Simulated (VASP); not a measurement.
A run of VASP 6.6.1:

INCAR

```
SYSTEM = Sb
PREC     = Accurate       ! precision mode
ENCUT    = 520            ! plane-wave cutoff, eV
EDIFF    = 1E-6           ! SCF threshold, eV
ISMEAR   = 0              ! smearing method
SIGMA    = 0.1            ! smearing width, eV
LREAL    = .FALSE.        ! projectors in reciprocal space
LASPH    = .TRUE.         ! aspherical terms in the spheres
NELM     = 60             ! most SCF steps
ALGO     = Normal         ! electronic algorithm
ISIF     = 2              ! what is computed and relaxed
LWAVE    = .FALSE.        ! write WAVECAR
LCHARG   = .FALSE.        ! write CHGCAR
GGA      = PE             ! functional
NBANDS   = 8              ! bands
```

Contents of KPOINTS:

```
Automatic mesh
0
G
  6 6 6
  0 0 0
```

POSCAR

```
Sb
1.0
    0.0000000000      2.5049848768      2.5049848768
    2.5049848768      0.0000000000      2.5049848768
    2.5049848768      2.5049848768      0.0000000000
Sb
1
Direct
    0.0000000000      0.0000000000      0.0000000000
```

Potentials or basis: VASP PAW PBE potentials, release 64 (Sb).

Run with:

```console
$ cat potpaw_PBE.64/Sb/POTCAR > POTCAR
$ mpirun -np 1 vasp_std > vasp.out
```

Hardware: 1 thread of AMD EPYC 7R43 64-Core Processor (Zen 3), with other jobs on the host.

Question: Estimate the wall time of this run.

Answer: Run time: 5.6 s on 1 thread of AMD EPYC 7R43 64-Core Processor (Zen 3), on a shared host, peak memory 0.11 GiB. Counts: scf iterations 9, k points 16.
